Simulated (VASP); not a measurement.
Ti3Al:

```
Ti Al
1.0
     2.92754    0.00000    0.00000
    -1.46377    2.53533    0.00000
     0.00000    0.00000    9.22636
Ti Al
3 1
Cartesian
  0.0000 1.6902 2.3011
  0.0000 1.6902 6.9253
  1.4638 0.8451 0.0000
  1.4638 0.8451 4.6132
```

* Program: VASP 6.6.1
* Task: relaxation of cell and atoms
* Functional: PBEsol
* Dispersion: D4
* Potentials or basis: VASP PAW PBE potentials, release 64 (Ti_sv, Al)
* Cutoff: 600 eV
* k mesh: 10 × 10 × 3
* Occupations: fermi-dirac, width 0.05 eV
* Spin: no spin polarisation

At the start: pressure -4.8 GPa; volume 17.12 Å³/atom.

Q: Where does the relaxation end?

A: Over 8 steps the energy falls by 11.5 meV/atom and the volume is 16.37 Å³/atom (-4.4 %); space group P-6m2 (No. 187, to 0.1 Å) before and after.

Step by step:
```csv
step,energy change (eV),largest force (eV/Å),pressure (GPa),volume (Å³)
1,0.0000,0.0867,-4.78,68.48
2,-0.0215,0.0071,3.86,63.54
3,-0.0455,0.0421,0.05,65.56
4,-0.0455,0.0424,-0.11,65.62
5,-0.0458,0.0183,-0.12,65.61
6,-0.0458,0.0128,-0.12,65.61
7,-0.0458,0.0112,-0.12,65.61
8,-0.0459,0.0088,0.05,65.49
```

Final structure:
```
Ti Al
1.0
     2.88083    0.00000    0.00000
    -1.44042    2.49487    0.00000
     0.00000    0.00000    9.11243
Ti Al
3 1
Direct
  0.33333 0.66667 0.24881
  0.33333 0.66667 0.75119
  0.66667 0.33333 0.00000
  0.66667 0.33333 0.50000
```

Caveat: the PAW data sets were made with another functional, which shifts forces and pressure a little.
